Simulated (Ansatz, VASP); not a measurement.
## Two plane-wave programs on MgO

```xyz
12
Lattice="2.0806 -2.0806 0.0000 2.0806 0.0000 -2.0806 9.5646 8.7844 8.0041" Properties=species:S:1:pos:R:3 pbc="T T T"
Mg    5.2015    1.0403    3.1209
Mg    3.1209    1.0403    1.0403
Mg    7.2822    3.1209    3.1209
Mg   11.4434    5.2015    5.2015
Mg    7.2822    5.2015    5.2015
Mg    3.1209   -1.0403   -1.0403
O     5.2015    1.0403    1.0403
O     1.0403    1.0403    1.0403
O     5.2015    3.1209    3.1209
O     9.3628    5.2015    5.2015
O     9.3628    3.1209    3.1209
O     9.3628    7.2822    7.2822
```

Alike in both runs: task single point; functional LDA; k mesh 9 × 9 × 2; occupations gaussian, width 0.05 eV; no spin polarisation.

```csv
,VASP,Ansatz
version,VASP 6.6.1,Ansatz 0.2.0
potentials or method,"VASP PAW LDA potentials, release 64 (Mg, O), cutoff 520 eV","scalar-relativistic, plane waves, PAW"
valence electrons in the cell,48,96
```

```csv
,VASP,Ansatz,Ansatz less VASP
gap on the k mesh at the Fermi level (eV),0.26,0.30,+0.041
least direct gap on the mesh (eV),0.26,0.30,+0.041
pressure (GPa),-4.3,-2.6,+1.68
"traceless stress, the component that is largest in VASP (GPa)",-5.63,-5.64,-0.005
rms of the force components (eV/Å),0.831,0.830,-0.0012
```

Ansatz warns that its potentials were made for another functional, while VASP's fit it. LDA's correlation is that of Perdew and Zunger in VASP and of Perdew and Wang (1992) in Ansatz. Atom by atom the forces differ by 0.007 eV/Å (rms over components). VASP's potentials hold 48 valence electrons a cell and Ansatz's 96, so a difference there can come from the potentials and not from the codes.
